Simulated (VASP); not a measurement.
Si4Ge:

```
Si Ge
1.0
     4.39140    0.00000    0.00000
    -2.19570    3.80306    0.00000
     0.00000    0.00000    5.23707
Si Ge
4 1
Direct
  0.33333 0.66667 0.31184
  0.33333 0.66667 0.68816
  0.66667 0.33333 0.68816
  0.66667 0.33333 0.31184
  0.00000 0.00000 0.00000
```

| Item | Value |
| --- | --- |
| Program | VASP 6.6.1 |
| Task | relaxation of cell and atoms |
| Functional | PBE |
| Potentials or basis | VASP PAW PBE potentials, release 64 (Si, Ge_d) |
| Cutoff | 500 eV |
| k mesh | 4 × 4 × 3 |
| Occupations | gaussian, width 0.2 eV |
| Spin | no spin polarisation |

At the start: pressure 13.9 GPa; volume 17.49 Å³/atom.

**Question.** How do energy, volume and symmetry change on relaxing?

**Answer.** Over 25 steps the energy falls by 598.5 meV/atom and the volume is 17.36 Å³/atom (-0.8 %); space group P6/mmm (No. 191, to 0.05 Å).

The path:
| step | energy change (eV) | largest force (eV/Å) | pressure (GPa) | volume (Å³) |
| --- | --- | --- | --- | --- |
| 1 | 0.0000 | 7.5388 | 13.95 | 87.46 |
| 2 | -1.8694 | 0.4698 | -5.82 | 105.96 |
| 3 | -1.8983 | 0.4666 | -5.94 | 105.24 |
| 4 | -1.9287 | 0.4595 | -6.02 | 104.51 |
| 5 | -2.4251 | 0.2275 | -4.51 | 96.15 |
| 6 | -2.4691 | 0.8195 | -1.13 | 91.85 |
| 7 | -2.5026 | 0.0016 | -3.52 | 94.31 |
| 8 | -2.5159 | 0.3755 | -2.26 | 92.79 |
| 9 | -2.5198 | 0.1921 | -2.79 | 93.35 |
| 10 | -2.5201 | 0.2316 | -2.67 | 93.22 |
| 11 | -2.5606 | 0.2386 | -0.05 | 89.75 |
| 12 | -2.5617 | 0.2430 | 0.44 | 89.13 |
| 13 | -2.5863 | 0.3055 | 0.44 | 88.75 |
| 14 | -2.7196 | 0.4987 | 0.18 | 87.60 |
| 15 | -2.9199 | 0.2026 | 2.10 | 85.16 |
| 16 | -1.1851 | 5.5734 | 16.66 | 79.77 |
| 17 | -2.9109 | 0.3556 | 2.22 | 84.96 |
| 18 | -2.8523 | 0.5700 | 5.25 | 82.44 |
| 19 | -2.9410 | 0.3059 | 3.01 | 84.31 |
| 20 | -2.9458 | 0.0410 | 4.01 | 83.39 |
| 21 | -2.9537 | 0.1342 | 3.61 | 83.80 |
| 22 | -2.9660 | 0.0005 | 2.98 | 84.27 |
| 23 | -2.9678 | 0.0800 | 2.62 | 84.55 |
| 24 | -2.9776 | 0.0557 | 2.03 | 85.10 |
| 25 | -2.9926 | 0.0184 | 0.36 | 86.78 |

Final structure:
```xyz
5
Lattice="4.4624 0.0000 0.0000 -2.2312 3.8646 0.0000 0.0000 0.0000 5.0318" Properties=species:S:1:pos:R:3 pbc="T T T"
Si    0.0000    2.5764    1.2492
Si    0.0000    2.5764    3.7826
Si    2.2312    1.2882    3.7826
Si    2.2312    1.2882    1.2492
Ge    0.0000    0.0000    0.0000
```

Caveat: the k points lie up to 0.42 Å⁻¹ apart in the final cell; the relaxation stopped at a loose force limit of 0.08 eV/Å, so its end isn't a converged minimum.
